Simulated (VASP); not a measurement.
Wanted: the native input for a VASP 6.6.1 run.

- Task: single point
- Functional: PBEsol
- Potentials or basis: VASP PAW PBE potentials, release 64 (Os_sv_GW, O, Pb_d, Cl)
- Cutoff: 700 eV
- k mesh: 4 × 4 × 4
- Occupations: fermi-dirac, width 0.0699 eV
- Spin: no spin polarisation
- Dipole correction: no
- Further INCAR settings: ALGO = Normal; EDIFF = 1e-06; NBANDS = 52

The structure of OsPb2Cl4O2 lies in POSCAR:

```
OsPb2Cl4O2
1.0
   -3.4545770000      3.4545770000      4.3243980000
    3.4545770000     -3.4545770000      4.3243980000
    3.4545770000      3.4545770000     -4.3243980000
Os O Pb Cl
1 2 2 4
Direct
    0.0000000000      0.0000000000      0.0000000000
    0.2120000000      0.2120000000      0.0000000000
    0.7880000000      0.7880000000      0.0000000000
    0.7500000000      0.2500000000      0.5000000000
    0.2500000000      0.7500000000      0.5000000000
    0.2300000000      0.2300000000      0.4600000000
    0.2300000000      0.7700000000      0.0000000000
    0.7700000000      0.7700000000      0.5400000000
    0.7700000000      0.2300000000      0.0000000000
```

The input as run:

INCAR

```
SYSTEM = OsPb2Cl4O2
PREC     = Accurate       ! precision mode
ENCUT    = 700            ! plane-wave cutoff, eV
EDIFF    = 1E-6           ! SCF threshold, eV
ISMEAR   = -1             ! smearing method
SIGMA    = 0.0699         ! smearing width, eV
LREAL    = .False.        ! projectors in reciprocal space
LASPH    = .True.         ! aspherical terms in the spheres
NELM     = 120            ! most SCF steps
ALGO     = Normal         ! electronic algorithm
ISIF     = 2              ! what is computed and relaxed
LWAVE    = .False.        ! write WAVECAR
LCHARG   = .True.         ! write CHGCAR
GGA      = PS             ! functional
LELF     = .True.         ! ELF
LVHAR    = .True.       
NBANDS   = 52             ! bands
GGA_COMPAT= .False.
```

KPOINTS

```
Automatic mesh
0
Gamma
  4 4 4
  0 0 0
```

Potentials or basis: VASP PAW PBE potentials, release 64 (Os_sv_GW, O, Pb_d, Cl).

Command:

```sh
$ cat potpaw_PBE.64/Os_sv_GW/POTCAR potpaw_PBE.64/O/POTCAR potpaw_PBE.64/Pb_d/POTCAR potpaw_PBE.64/Cl/POTCAR > POTCAR
$ mpirun -np 1 vasp_std > vasp.out
```

It gave:

```yaml
Pressure: 0.6 GPa
Largest_force: 1.811 eV/Å
Band_gap_on_the_k_mesh: zero (bands 42 and 43 overlap by 0.58 eV)
```

Caveat: the PAW data sets were made with another functional, which shifts forces and pressure a little; spin-orbit coupling is left out, which moves the levels of the heavy elements.

Wall time 4.5 min on 1 thread of Intel(R) Xeon(R) Platinum 8259CL CPU @ 2.50GHz (Skylake/Cascade Lake), on a shared host, peak memory 0.57 GiB.
